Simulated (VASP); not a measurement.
AlO2: single point with PBE

Crystal: AlO2.

```
Al O
1.0
    -5.41867    5.41867    5.41867
     5.41867   -5.41867    5.41867
     5.41867    5.41867   -5.41867
Al O
8 16
Direct
  0.31575 0.31575 0.31575
  0.00000 0.00000 0.68425
  0.00000 0.68425 0.00000
  0.68425 0.00000 0.00000
  0.68425 0.68425 0.68425
  0.00000 0.00000 0.31575
  0.00000 0.31575 0.00000
  0.31575 0.00000 0.00000
  0.50000 0.50000 0.50000
  0.18211 0.18211 0.36422
  0.18211 0.36422 0.18211
  0.36422 0.18211 0.18211
  0.81789 0.81789 0.63578
  0.00000 0.00000 0.50000
  0.00000 0.18211 0.81789
  0.18211 0.00000 0.81789
  0.81789 0.63578 0.81789
  0.00000 0.81789 0.18211
  0.00000 0.50000 0.00000
  0.18211 0.81789 0.00000
  0.63578 0.81789 0.81789
  0.81789 0.00000 0.18211
  0.81789 0.18211 0.00000
  0.50000 0.00000 0.00000
```

- Program: VASP 6.6.1
- Task: single point
- Functional: PBE
- Potentials or basis: VASP PAW PBE potentials, release 64 (Al, O)
- Cutoff: 520 eV
- k mesh: 2 × 2 × 2
- Occupations: gaussian, width 0.1 eV
- Spin: collinear spin, ferromagnetic start
- Starting moments: [0.0, 0.0, 0.0, 0.0, 0.0, 0.0, 0.0, 0.0, 1.0, 1.0, 1.0, 1.0, 1.0, 1.0, 1.0, 1.0, 1.0, 1.0, 1.0, 1.0, 1.0, 1.0, 1.0, 1.0] μB

```json
{"Pressure": "0.3 GPa", "Largest force": "0.085 eV/Å", "Net moment": "5.96 μB per cell", "Site moments": "Al -0.01; O +0.32, +0.30 μB", "Valence electrons inside the program's atomic spheres": "Al 0.80; O 5.07, 5.03"}
```

Forces in eV/Å, atoms in the order of the input:
```
Al   0.049  0.049  0.049
Al  -0.049 -0.049  0.049
Al  -0.049  0.049 -0.049
Al   0.049 -0.049 -0.049
Al  -0.049 -0.049 -0.049
Al   0.049  0.049 -0.049
Al   0.049 -0.049  0.049
Al  -0.049  0.049  0.049
O    0.000  0.000  0.000
O    0.021  0.021  0.000
O    0.021  0.000  0.021
O    0.000  0.021  0.021
O   -0.021 -0.021  0.000
O    0.000  0.000  0.000
O    0.000 -0.021  0.021
O   -0.021  0.000  0.021
O   -0.021  0.000 -0.021
O    0.000  0.021 -0.021
O    0.000  0.000  0.000
O   -0.021  0.021  0.000
O    0.000 -0.021 -0.021
O    0.021  0.000 -0.021
O    0.021 -0.021  0.000
O    0.000  0.000  0.000
```

Levels at points of the mesh, in eV from the Fermi level:
Spin up:
```
           k point  band 59  band 60  band 61  band 62  band 63  band 64  band 65  band 66  band 67  band 68
(0.00, 0.00, 0.00)    -0.71    -0.71    -0.10    -0.10    -0.10     0.14     5.75     8.44     8.44     8.49
(0.50, 0.00, 0.00)    -0.35    -0.33    -0.28    -0.20    -0.15     0.13     6.53     6.70     7.93     7.97
(0.50, 0.50, 0.50)    -0.36    -0.36    -0.36    -0.18    -0.18     0.13     7.22     7.22     7.22     7.47
```
Spin down:
| k point | band 54 | band 55 | band 56 | band 57 | band 58 | band 59 | band 60 | band 61 |
| --- | --- | --- | --- | --- | --- | --- | --- | --- |
| (0.00, 0.00, 0.00) | -0.16 | -0.16 | -0.11 | -0.11 | -0.11 | 0.18 | 0.18 | 0.58 |
| (0.50, 0.00, 0.00) | -0.19 | -0.19 | -0.14 | -0.04 | 0.00 | 0.43 | 0.52 | 0.52 |
| (0.50, 0.50, 0.50) | -0.15 | -0.15 | 0.07 | 0.07 | 0.07 | 0.27 | 0.27 | 0.27 |

Wall time 10 min on 1 thread of Intel(R) Xeon(R) Platinum 8259CL CPU @ 2.50GHz (Skylake/Cascade Lake), with other jobs on the host, peak memory 1 GiB.

Caveat: the k points lie up to 0.41 Å⁻¹ apart.
